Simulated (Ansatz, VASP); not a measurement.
BaO in VASP and in Ansatz

```xyz
2
Lattice="0.0000 3.1417 3.1417 3.1417 0.0000 3.1417 3.1417 3.1417 0.0000" Properties=species:S:1:pos:R:3 pbc="T T T"
Ba    0.0000    0.0000    0.0000
O     3.1417    3.1417    3.1417
```

Alike in both runs: task single point; functional PBEsol; k mesh 6 × 6 × 6; occupations gaussian, width 0.1 eV; no spin polarisation.

|  | VASP | Ansatz |
| --- | --- | --- |
| version | VASP 6.6.1 | Ansatz 0.2.0 |
| potentials or method | VASP PAW PBE potentials, release 64 (Ba_sv, O), cutoff 600 eV | scalar-relativistic, plane waves, PAW |
| valence electrons in the cell | 16 | 16 |

Ansatz gave:

- gap on the k mesh at the Fermi level (eV): 1.81
- least direct gap on the mesh (eV): 1.81
- pressure (GPa): -12.4

Question: What did VASP give for the same quantities?

Answer: gap on the k mesh at the Fermi level (eV): 1.74; least direct gap on the mesh (eV): 1.74; pressure (GPa): -12.0.

VASP's potentials were made for PBE, not for PBEsol.

Neither program's run includes spin-orbit coupling.
